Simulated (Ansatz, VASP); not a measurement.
# Hf in VASP and in Ansatz

```
CELL_PARAMETERS angstrom
3.27137 0.00000 0.00000
-1.63569 2.83309 0.00000
0.00000 0.00000 4.86189
ATOMIC_POSITIONS crystal
Hf 0.33333 0.66667 0.25000
Hf 0.66667 0.33333 0.75000
```

Change from the starting cell: z stretched by -4 % at fixed volume.

Alike in both runs: task single point; functional PBE; k mesh 14 × 14 × 8; occupations fermi-dirac, width 0.05 eV; no spin polarisation.

|  | VASP | Ansatz |
| --- | --- | --- |
| version | VASP 6.6.1 | Ansatz 0.2.0 |
| potentials or method | VASP PAW PBE potentials, release 64 (Hf_pv), cutoff 520 eV | all-electron LAPW, scalar-relativistic |

VASP gave:

| Property | Result |
| --- | --- |
| pressure (GPa) | -0.1 |
| traceless stress, the component that is largest in VASP (GPa) | 5.14 |

Q: Which values does Ansatz return?

A: Pressure (GPa): 0.4; traceless stress, the component that is largest in VASP (GPa): 5.21.

Ansatz ran all-electron here, and VASP with PAW potentials.

Neither program's run includes spin-orbit coupling.
